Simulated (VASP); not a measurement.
# Sn (Fd-3m) in VASP: notebook

Sn is run at these levels: PBEsol; tasks: single point.

Everything below comes from runs of VASP 6.6.1. Logs are shortened: lines on timing, memory, paths and dates and some standing lists are left out, and cuts for length are marked.

## (1) The cell of the first run

The structure is cubic, space group Fd-3m (No. 227). Conventional cell: a = 6.542 Å, b = 6.542 Å, c = 6.542 Å, α = 90.00°, β = 90.00°, γ = 90.00°. Sn (site symmetry -43m) has 4 Sn at 2.83 Å within 3.7 Å.

This isn't the form of Sn at room conditions, which is tetragonal (white tin).

## (2) Single point, PBEsol

The input, INCAR:

```
SYSTEM = Sn
ALGO     = Fast           ! electronic algorithm
EDIFF    = 1E-7           ! SCF threshold, eV
ENCUT    = 520            ! plane-wave cutoff, eV
GGA      = PS             ! functional
ISIF     = 2              ! what is computed and relaxed
ISMEAR   = 0              ! smearing method
LASPH    = .TRUE.         ! aspherical terms in the spheres
LCHARG   = .TRUE.         ! write CHGCAR
LELF     = .TRUE.         ! ELF
LREAL    = .FALSE.        ! projectors in reciprocal space
LVHAR    = .TRUE.       
LWAVE    = .FALSE.        ! write WAVECAR
NBANDS   = 21             ! bands
NELM     = 100            ! most SCF steps
PREC     = Accurate       ! precision mode
SIGMA    = 0.15           ! smearing width, eV
```

The input, KPOINTS:

```
k-points
0
G
  16 16 16
  0 0 0
```

The input, POSCAR:

```
Sn
1.0
    0.0000000000      3.2707792804      3.2707792804
    3.2707792804      0.0000000000      3.2707792804
    3.2707792804      3.2707792804      0.0000000000
Sn
2
Direct
    0.5000000000      0.5000000000      0.5000000000
    0.7500000000      0.7500000000      0.7500000000
```

Potentials or basis: VASP PAW PBE potentials, release 64 (Sn_d).

The run is started by

```sh
$ cat potpaw_PBE.64/Sn_d/POTCAR > POTCAR
$ mpirun -np 1 vasp_std > vasp.out
```

OUTCAR:

```text
SYSTEM = Sn
   EDIFF = 1E-7
   ENCUT = 520
   GGA = PS
   ISIF = 2
   ISMEAR = 0
   LASPH = .TRUE.
   LREAL = .FALSE.
   NELM = 100
   PREC = Accurate

 ion  position               nearest neighbor table
   1  0.500  0.500  0.500-   2 2.83   2 2.83   2 2.83   2 2.83
   2  0.750  0.750  0.750-   1 2.83   1 2.83   1 2.83   1 2.83

  LATTYP: Found a face centered cubic cell.
 ALAT       =     6.5415585608

  Lattice vectors:

 A1 = (   0.0000000000,   3.2707792804,   3.2707792804)
 A2 = (   3.2707792804,   0.0000000000,   3.2707792804)
 A3 = (   3.2707792804,   3.2707792804,   0.0000000000)

Analysis of symmetry for initial positions (statically):
=====================================================================
 Subroutine PRICEL returns:
 Original cell was already a primitive cell.

 Routine SETGRP: Setting up the symmetry group for a
 face centered cubic supercell.

 Subroutine GETGRP returns: Found 48 space group operations
 (whereof 24 operations were pure point group operations)
 out of a pool of 48 trial point group operations.

The static configuration has the point symmetry T_d .
 The point group associated with its full space group is O_h .

Analysis of symmetry for dynamics (positions and initial velocities):
=====================================================================
 Subroutine PRICEL returns:
 Original cell was already a primitive cell.

 Routine SETGRP: Setting up the symmetry group for a
 face centered cubic supercell.

 Subroutine GETGRP returns: Found 48 space group operations
 (whereof 24 operations were pure point group operations)
 out of a pool of 48 trial point group operations.

The dynamic configuration has the point symmetry T_d .
 The point group associated with its full space group is O_h .

 Subroutine INISYM returns: Found 48 space group operations
 (whereof 24 operations are pure point group operations),
 and found     1 'primitive' translations

----------------------------------------------------------------------------------------

                                     Primitive cell

  volume of cell :      69.9816

  direct lattice vectors                    reciprocal lattice vectors
     0.000000000  3.270779280  3.270779280    -0.152868768  0.152868768  0.152868768
     3.270779280  0.000000000  3.270779280     0.152868768 -0.152868768  0.152868768
     3.270779280  3.270779280  0.000000000     0.152868768  0.152868768 -0.152868768

  length of vectors
     4.625580418  4.625580418  4.625580418     0.264776474  0.264776474  0.264776474

  position of ions in fractional coordinates (direct lattice)
     0.500000000  0.500000000  0.500000000
     0.750000000  0.750000000  0.750000000

  ion indices of the primitive-cell ions
   primitive index   ion index
                 1           1
                 2           2

----------------------------------------------------------------------------------------

 KPOINTS: k-points

Automatic generation of k-mesh.
 Grid dimensions read from file:
 generate k-points for:   16   16   16

 Generating k-lattice:

  Cartesian coordinates                     Fractional coordinates (reciprocal lattice)
    -0.009554298  0.009554298  0.009554298     0.062500000  0.000000000  0.000000000
     0.009554298 -0.009554298  0.009554298     0.000000000  0.062500000  0.000000000
     0.009554298  0.009554298 -0.009554298     0.000000000  0.000000000  0.062500000

  Length of vectors
     0.016548530  0.016548530  0.016548530

  Shift w.r.t. Gamma in fractional coordinates (k-lattice)
     0.000000000  0.000000000  0.000000000

 Subroutine IBZKPT returns following result:
 ===========================================

 Found    145 irreducible k-points:

 Following reciprocal coordinates:
            Coordinates               Weight
  0.000000  0.000000  0.000000      1.000000
  0.062500  0.000000  0.000000      8.000000
  0.125000  0.000000  0.000000      8.000000
  0.187500  0.000000  0.000000      8.000000
  0.250000  0.000000  0.000000      8.000000
  0.312500  0.000000  0.000000      8.000000
[... 16 lines left out ...]
 -0.125000  0.062500  0.000000     24.000000
 -0.062500  0.062500  0.000000     12.000000
 [... further k-points ...]
   k-points           NKPTS =    145   k-points in BZ     NKDIM =    145   number of bands    NBANDS=     21
   number of dos      NEDOS =    301   number of ions     NIONS =      2
   total plane-waves  NPLWV =  46656
   dimension x,y,z NGX =    36 NGY =   36 NGZ =   36
   dimension x,y,z NGXF=    72 NGYF=   72 NGZF=   72
   ions per type =               2
   NGX,Y,Z   is equivalent  to a cutoff of  12.94, 12.94, 12.94 a.u.
   NGXF,Y,Z  is equivalent  to a cutoff of  25.88, 25.88, 25.88 a.u.
 SYSTEM =  Sn
   PREC   = accura    normal or accurate (medium, high low for compatibility)
   ISTART =      0    job   : 0-new  1-cont  2-samecut
   ICHARG =      2    charge: 1-file 2-atom 10-const
   ISPIN  =      1    spin polarized calculation?
   LNONCOLLINEAR =      F non collinear calculations
   LSORBIT =      F    spin-orbit coupling
   LASPH  =      T    aspherical Exc in radial PAW
   ENCUT  =  520.0 eV  38.22 Ry    6.18 a.u.   8.60  8.60  8.60*2*pi/ulx,y,z
   NELM   =    100;   NELMIN=  2; NELMDL= -5     # of ELM steps
   EDIFF  = 0.1E-06   stopping-criterion for ELM
   LREAL  =      F    real-space projection
   EDIFFG = 0.1E-05   stopping-criterion for IOM
   NSW    =      0    number of steps for IOM
   IBRION =     -1    ionic relax: 0-MD 1-quasi-New 2-CG
   NFREE  =      0    steps in history (QN), initial steepest desc. (CG)
   ISIF   =      2    stress and relaxation
   ISYM   =      2    0-nonsym 1-usesym 2-fastsym
   POTIM  = 0.5000    time-step for ionic-motion
   TEBEG  =    0.0;   TEEND  =   0.0 temperature during run
   PSTRESS=    0.0 pullay stress
   NELECT =      28.0000    total number of electrons
   NUPDOWN=      -1.0000    fix difference up-down
   EMIN   =  10.00;   EMAX   =-10.00  energy-range for DOS
   EFERMI =   0.00;   METHOD = LEGACY
   ISMEAR =     0;   SIGMA  =   0.15  broadening in eV -4-tet -1-fermi 0-gaus
   EFERMI_NEDOS =   21; number of points for ismear=-14 and -15
   IALGO  =     68    algorithm
   IMIX   =      4    mixing-type and parameters
     AMIX     =   0.40;   BMIX     =  1.00
     AMIX_MAG =   1.60;   BMIX_MAG =  1.00
  volume/ion in A,a.u.               =      34.99       236.13
  Fermi-wavevector in a.u.,A,eV,Ry     =   1.206330  2.279634 19.799647  1.455233
  Thomas-Fermi vector in A             =   2.342001
   LORBIT       =      0    0 simple, 1 ext, 2 COOP (PROOUT), +10 PAW based schemes
   GGA     = PS    functional components
   LHFCALC =     F    Hartree Fock is set to
   AEXX    =    0.0000 exact exchange contribution
   IVDW    =     0    specifies the selected vdW correction
   LEPSILON=     F    determine dielectric tensor
   LRPA    =     F    only Hartree local field effects (RPA)
 non-spin polarized calculation
 RMM-DIIS sequential band-by-band and
 Gauss-broadening in eV      SIGMA  =   0.15
  energy-cutoff  :      520.00
  volume of cell :       69.98
 maximum number of plane-waves:      1902
   NGX = 17   NGY = 17   NGZ = 17

 number of electron      27.9999986 magnetization

 Free energy of the ion-electron system (eV)
  ---------------------------------------------------
  ext. energy  EPLUGINS =         0.00000000
  ---------------------------------------------------
  free energy    TOTEN  =        -8.46685637 eV

  energy without entropy =       -8.46547365  energy(sigma->0) =       -8.46616501

 E-fermi :   5.2572     XC(G=0):  -8.9617

 val. band max:        5.2445288420   @ k =  -0.0625   0.0625   0.0000
 cond. band min:       5.3248457291   @ k =   0.0000   0.0000   0.0000
 fundamental gap:      0.0803168871
 Fermi energy:         5.2572290987

 k-point     1 :       0.0000    0.0000    0.0000
  band No.  band energies     occupation
      1     -16.3152      2.00000
      2     -16.3152      2.00000
      3     -16.3152      2.00000
      4     -16.2580      2.00000
      5     -16.2580      2.00000
      6     -15.9655      2.00000
[... 13 lines left out ...]
     20      13.1512      0.00000
     21      13.1517      0.00000

 k-point     2 :       0.0625    0.0000    0.0000
  band No.  band energies     occupation
      1     -16.3183      2.00000
      2     -16.3183      2.00000
      3     -16.3142      2.00000
      4     -16.2538      2.00000
      5     -16.2538      2.00000
      6     -15.9750      2.00000
[... 13 lines left out ...]
     20      12.7007      0.00000
     21      12.7007      0.00000

 k-point     3 :       0.1250    0.0000    0.0000
  band No.  band energies     occupation
      1     -16.3253      2.00000
      2     -16.3253      2.00000
      3     -16.3116      2.00000
      4     -16.2437      2.00000
      5     -16.2437      2.00000
      6     -15.9871      2.00000
[... 13 lines left out ...]
     20      12.2743      0.00000
     21      12.2743      0.00000

 k-point     4 :       0.1875    0.0000    0.0000
  band No.  band energies     occupation
      1     -16.3328      2.00000
      2     -16.3328      2.00000
      3     -16.3076      2.00000
      4     -16.2319      2.00000
      5     -16.2319      2.00000
      6     -15.9985      2.00000
[... 13 lines left out ...]
     20      12.0428      0.00000
     21      12.0428      0.00000

 k-point     5 :       0.2500    0.0000    0.0000
  band No.  band energies     occupation
      1     -16.3392      2.00000
      2     -16.3392      2.00000
      3     -16.3027      2.00000
      4     -16.2207      2.00000
      5     -16.2207      2.00000
      6     -16.0082      2.00000
[... 13 lines left out ...]
     20      12.0603      0.00000
     21      12.0603      0.00000
[... 382 lines left out ...]
     20      11.7386      0.00000
     21      12.7108      0.00000

 k-point    22 :      -0.1875    0.0625    0.0000
  band No.  band energies     occupation
      1     -16.3393      2.00000
      2     -16.3341      2.00000
      3     -16.3048      2.00000
      4     -16.2304      2.00000
      5     -16.2202      2.00000
      6     -16.0130      2.00000
[... 13 lines left out ...]
     20      11.6539      0.00000
     21      12.3439      0.00000

 k-point    23 :      -0.1250    0.0625    0.0000
  band No.  band energies     occupation
      1     -16.3320      2.00000
      2     -16.3262      2.00000
      3     -16.3105      2.00000
      4     -16.2410      2.00000
      5     -16.2330      2.00000
      6     -16.0014      2.00000
[... 13 lines left out ...]
     20      11.8172      0.00000
     21      12.2137      0.00000

 k-point    24 :      -0.0625    0.0625    0.0000
  band No.  band energies     occupation
      1     -16.3243      2.00000
      2     -16.3196      2.00000
      3     -16.3141      2.00000
      4     -16.2500      2.00000
      5     -16.2452      2.00000
      6     -15.9884      2.00000
[... 13 lines left out ...]
     20      12.1824      0.00000
     21      12.4983      0.00000

 [... further k-points ...]
[... 5 lines left out ...]
  --------------------------------------------------------------------------------------
  -------------------------------------------------------------------------------------
  Total       -0.0483489     -0.0483489     -0.0483489     -0.0000000      0.0000000      0.0000000
  in kB       -1.1069119     -1.1069119     -1.1069119     -0.0000000      0.0000000      0.0000000
  external PRESSURE =      -1.1069119 kB  Pullay stress =       0.0000000 kB

 VOLUME and BASIS-vectors are now :
 -----------------------------------------------------------------------------
  energy-cutoff  :      520.00
  volume of cell :       69.98
      direct lattice vectors                 reciprocal lattice vectors
     0.000000000  3.270779280  3.270779280    -0.152868768  0.152868768  0.152868768
     3.270779280  0.000000000  3.270779280     0.152868768 -0.152868768  0.152868768
     3.270779280  3.270779280  0.000000000     0.152868768  0.152868768 -0.152868768

 POSITION                                       TOTAL-FORCE (eV/Angst)
 -----------------------------------------------------------------------------------
      3.27078      3.27078      3.27078         0.000000     -0.000000      0.000000
      4.90617      4.90617      4.90617        -0.000000      0.000000     -0.000000
 -----------------------------------------------------------------------------------
    total drift:                                0.000000      0.000000      0.000000

  FREE ENERGIE OF THE ION-ELECTRON SYSTEM (eV)
  ---------------------------------------------------
  free  energy   TOTEN  =        -8.4668563725 eV

  energy  without entropy=       -8.4654736511  energy(sigma->0) =       -8.46616501
```

Wall time 4.1 min (1 thread of Intel Xeon Platinum 8259CL at 2.50GHz (Skylake/Cascade Lake), shared host); peak memory 0.32 GiB.

Results:

```
Free energy            : -8.4669 eV
Pressure               : -0.1 GPa
Band gap on the k mesh : zero (bands 14 and 15 overlap by 0.19 eV)
```

Levels at points of the mesh, in eV from the Fermi level:
```
           k point  band 11  band 12  band 13  band 14  band 15  band 16  band 17  band 18
(0.00, 0.00, 0.00)   -10.49    -0.88     0.07     0.07     0.07     2.13     2.13     2.13
(0.50, 0.00, 0.00)    -8.91    -6.25    -1.10    -1.10    -0.13     3.18     3.18     5.52
(0.50, 0.50, 0.00)    -7.47    -7.47    -2.41    -2.41     0.77     0.77     7.54     7.54
```

Caveat: the PAW data sets were made with another functional, which shifts forces and pressure a little; spin-orbit coupling is left out, which moves the levels of the heavy elements.

## (3) Single point, PBEsol

The input, INCAR:

```
  ALGO = Fast
  EDIFF = 1E-6
  ENCUT = 520
  GGA = PS
  ISIF = 2
  ISMEAR = 0
  LASPH = T
  LCHARG = F
  LREAL = F
  LWAVE = F
  NBANDS = 21
  NELM = 80
  PREC = Accurate
  SIGMA = 0.15
```

The input, KPOINTS:

```
k-points
0
Gamma
  18 18 18
```

POSCAR is that of step 2.

Potentials or basis: VASP PAW PBE potentials, release 64 (Sn_d).

The run is started by

```sh
$ cat potpaw_PBE.64/Sn_d/POTCAR > POTCAR
$ mpirun -np 1 vasp_std > vasp.out
```

Wall time 4.4 min (1 thread of Intel Xeon Platinum 8259CL at 2.50GHz (Skylake/Cascade Lake), shared host); peak memory 0.36 GiB.

The run converged. Its results:

```yaml
Free_energy: -8.4668 eV
Pressure: -0.1 GPa
Band_gap_on_the_k_mesh: zero (bands 14 and 15 overlap by 0.19 eV)
```

Levels at points of the mesh, in eV from the Fermi level:
```
           k point  band 12  band 13  band 14  band 15  band 16  band 17
(0.00, 0.00, 0.00)    -0.89     0.06     0.06     0.06     2.12     2.12
(0.50, 0.00, 0.00)    -6.26    -1.11    -1.11    -0.14     3.18     3.18
(0.50, 0.50, 0.00)    -7.48    -2.42    -2.42     0.76     0.76     7.53
```

Caveat: the PAW data sets were made with another functional, which shifts forces and pressure a little; spin-orbit coupling is left out, which moves the levels of the heavy elements.

## (4) Single point, PBEsol

This run uses another cell than the first one, of the same volume but with other edges.

The input, INCAR:

```
SYSTEM = Sn
  PREC = Accurate
  ENCUT = 520
  EDIFF = 1E-7
  ISMEAR = 0
  SIGMA = 0.1
  LREAL = .False.
  LASPH = .True.
  NELM = 100
  ALGO = Normal
  ISIF = 2
  LWAVE = .False.
  LCHARG = .True.
  GGA = PS
  LELF = .True.
  LVHAR = .True.
  ISYM = 0
  NBANDS = 21
```

The input, KPOINTS:

```
Automatic mesh
0
Gamma
  8 6 15
  0 0 0
```

The input, POSCAR:

```
Sn
1.0
    4.6255804191      0.0000000000      0.0000000000
    0.0000000000      6.5415585626      0.0000000000
    2.3127902096      3.2707792813      2.3127902096
Sn
2
Direct
    0.0000000000      0.5000000000      0.0000000000
    0.5000000000      0.7500000000      0.0000000000
```

The run is started by

```sh
$ cat potpaw_PBE.64/Sn_d/POTCAR > POTCAR
$ mpirun -np 1 vasp_std > vasp.out
```

Wall time 6.3 min (1 thread of Intel Xeon Platinum 8259CL at 2.50GHz (Skylake/Cascade Lake), shared host); peak memory 0.55 GiB.

The run converged. Its results:

```
Free energy            : -8.4649 eV
Pressure               : -0.1 GPa
Band gap on the k mesh : zero (bands 14 and 15 overlap by 0.19 eV)
```

Levels at points of the mesh, in eV from the Fermi level:
| k point | band 10 | band 11 | band 12 | band 13 | band 14 | band 15 | band 16 | band 17 | band 18 | band 19 |
| --- | --- | --- | --- | --- | --- | --- | --- | --- | --- | --- |
| (0.00, 0.00, 0.00) | -21.21 | -10.48 | -0.87 | 0.07 | 0.07 | 0.08 | 2.13 | 2.14 | 2.14 | 4.83 |
| (0.50, 0.00, 0.00) | -21.14 | -7.47 | -7.46 | -2.40 | -2.40 | 0.77 | 0.77 | 7.54 | 7.55 | 9.04 |
| (0.00, 0.50, 0.00) | -21.16 | -8.90 | -6.25 | -1.10 | -1.09 | -0.12 | 3.19 | 3.19 | 5.53 | 8.29 |
| (0.50, 0.50, 0.00) | -21.16 | -8.90 | -6.24 | -1.10 | -1.09 | -0.12 | 3.19 | 3.19 | 5.53 | 8.29 |

Caveat: the PAW data sets were made with another functional, which shifts forces and pressure a little; spin-orbit coupling is left out, which moves the levels of the heavy elements.

## (5) The runs side by side

```tsv
cell	k mesh	smearing	gap on the mesh (eV)	pressure (GPa)
a = 4.626 Å, angles 60.0°, 2 atoms, atomic positions A	16 × 16 × 16	gaussian 0.15 eV	none	-0.1
a = 4.626 Å, angles 60.0°, 2 atoms, atomic positions A	18 × 18 × 18	gaussian 0.15 eV	none	-0.1
a = 4.626, b = 6.542 Å, angles 45.0, 60.0, 90.0°, 2 atoms, atomic positions B	8 × 6 × 15	gaussian 0.1 eV	none	-0.1
```

Alike in all rows: task single point; level PBEsol; potentials or basis VASP PAW PBE potentials, release 64 (Sn_d); no spin polarisation; cutoff (eV) 520.

Caveats: the PAW data sets were made with another functional, which shifts forces and pressure a little; spin-orbit coupling is left out, which moves the levels of the heavy elements.

Total energies depend on the potentials used, so only differences within one code and one set of settings carry meaning.

The gap in the log of VASP goes by the Fermi energy; the results here count the filled bands.